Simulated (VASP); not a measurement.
Runs of VASP 6.6.1 on SiO2. It takes space group Fm-3m (No. 225, cubic). Conventional cell: a = 4.528 Å, b = 4.528 Å, c = 4.528 Å, α = 90.00°, β = 90.00°, γ = 90.00°. Within 2.6 Å of Si (site symmetry m-3m) lie 8 O at 1.96 Å. Within 2.6 Å of O (site symmetry -43m) lie 4 Si at 1.96 Å and 6 O at 2.26 Å. 

| level | k mesh | grid for exact exchange (PRECFOCK) | screening parameter | gap on the mesh (eV) | pressure (GPa) |
| --- | --- | --- | --- | --- | --- |
| PBE | 6 × 6 × 6, shifted | - | - | (b) | 10.3 |
| PBE | 6 × 6 × 6 | - | - | 2.06 | 10.3 |
| r2SCAN | 6 × 6 × 6 | - | - | (a) | 0.6 |
| HSE06 | 4 × 4 × 4 | Normal | 0.2079 1/Å | 3.56 | -4.0 |

Alike in all rows: task single point; potentials or basis VASP PAW PBE potentials, release 64 (Si, O); no spin polarisation; cell as given; cutoff (eV) 520; smearing gaussian 0.01 eV.

Task: Fill in the values left out.

Result: (a) 2.68; (b) 2.51.

Caveats: some runs use coarse meshes; the PAW data sets were made with another functional, which shifts forces and pressure a little (some runs).

A k mesh can miss the band edges.
